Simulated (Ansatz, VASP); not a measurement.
**SrW3 in VASP and in Ansatz**

```xyz
4
Lattice="-2.0849 2.0849 4.6571 2.0849 -2.0849 4.6571 2.0849 2.0849 -4.6571" Properties=species:S:1:pos:R:3 pbc="T T T"
Sr    0.0000    0.0000    0.0000
W     0.0000    0.0000    4.6571
W     2.0849    0.0000    2.3285
W     0.0000    2.0849    2.3285
```

Alike in both runs: task relaxation of cell and atoms; functional PBE; k mesh 6 × 6 × 6; occupations gaussian, width 0.1 eV; no spin polarisation.

```csv
,VASP,Ansatz
version,VASP 6.6.1,Ansatz 0.2.0
potentials or method,"VASP PAW PBE potentials, release 64 (Sr_sv, W_sv), cutoff 600 eV","scalar-relativistic, plane waves, PAW"
valence electrons in the cell,52,52
```

|  | VASP | Ansatz | Ansatz less VASP |
| --- | --- | --- | --- |
| gap on the k mesh at the Fermi level, each at its own relaxed structure (eV) | none | none | - |
| relaxed volume (Å³/atom) | 19.13 | 19.05 | -0.086 |
| relaxed length of the cell vector where the two differ most in proportion (Å) | 5.548 | 5.545 | -0.0032 |

A gap of «none» marks a metal or a gap that the smearing closes.

Spin-orbit coupling is off throughout.
